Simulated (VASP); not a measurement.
The system is TiC.

```
Ti C
1.0
     1.54976    0.89476    4.86963
    -1.54976    0.89476    4.86963
     0.00000   -1.78951    4.86963
Ti C
2 2
Direct
  0.26934 0.26934 0.26934
  0.73066 0.73066 0.73066
  0.50000 0.50000 0.50000
  0.00000 0.00000 0.00000
```

```yaml
Program: VASP 6.6.1
Task: relaxation of cell and atoms
Functional: PBE
Potentials_or_basis: VASP PAW PBE potentials, release 64 (Ti_sv, C)
Cutoff: 600 eV
k_mesh: 6 × 6 × 6
Occupations: gaussian, width 0.1 eV
Spin: no spin polarisation
```

At the start: pressure 22.7 GPa; volume 10.13 Å³/atom.

Question: How do energy, volume and symmetry change on relaxing?

Answer: Over 9 steps the energy falls by 722.6 meV/atom and the volume is 10.17 Å³/atom (+0.4 %); space group R-3m (No. 166, to 0.1 Å) before, Fm-3m (No. 225, to 0.1 Å).

The path:
| step | energy change (eV) | largest force (eV/Å) | pressure (GPa) | volume (Å³) |
| --- | --- | --- | --- | --- |
| 1 | 0.0000 | 9.4696 | 22.65 | 40.52 |
| 2 | -1.0877 | 3.7796 | -27.18 | 49.49 |
| 3 | -2.5536 | 0.6665 | -20.74 | 45.13 |
| 4 | -2.5629 | 1.0564 | -19.63 | 44.87 |
| 5 | -2.6040 | 2.6471 | 18.08 | 38.33 |
| 6 | -2.8747 | 0.5777 | -3.15 | 41.25 |
| 7 | -2.8747 | 0.6185 | -2.75 | 41.18 |
| 8 | -2.8861 | 0.3329 | 1.62 | 40.44 |
| 9 | -2.8902 | 0.0010 | 0.08 | 40.69 |

Final structure:
```
Ti C
1.0
     1.53750    0.88767    4.96883
    -1.53750    0.88767    4.96883
     0.00000   -1.77535    4.96883
Ti C
2 2
Direct
  0.25000 0.25000 0.25000
  0.75000 0.75000 0.75000
  0.50000 0.50000 0.50000
  0.00000 0.00000 0.00000
```

Caveat: the k points lie up to 0.40 Å⁻¹ apart in the final cell, too coarse for converged energies and pressures of a metal.
